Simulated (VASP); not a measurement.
Here is a VASP 6.6.1 calculation.

INCAR

```
SYSTEM = Cu
ALGO = Fast
EDIFF = 1E-6
ENCUT = 520
GGA = PS
ISIF = 2
ISMEAR = 0
LASPH = .TRUE.
LCHARG = .FALSE.
LREAL = .FALSE.
LWAVE = .FALSE.
NBANDS = 12
NELM = 80
PREC = Accurate
SIGMA = 0.15
```

KPOINTS

```
k-points
0
G
  28 28 28
  0 0 0
```

The input POSCAR:

```
Cu
1.0
    0.0000000000      1.8262281590      1.6926017084
    1.8262281590      0.0000000000      1.6926017084
    1.8262281590      1.8262281590      0.0000000000
Cu
1
Direct
    0.0000000000      0.0000000000      0.0000000000
```

Potentials or basis: VASP PAW PBE potentials, release 64 (Cu).

Run with:

```bash
$ cat potpaw_PBE.64/Cu/POTCAR > POTCAR
$ mpirun -np 1 vasp_std > vasp.out
```

Task: Predict the pressure.

Result: 1.2 GPa.

Stress tensor (GPa, compression positive):
```
0.10 0.00 0.00
0.00 0.10 0.00
0.00 0.00 3.47
```

Caveat: the cell differs from its parent crystal (strain +0.025 along x and y, -0.050 along z); the PAW data sets were made with another functional, which shifts forces and pressure a little.
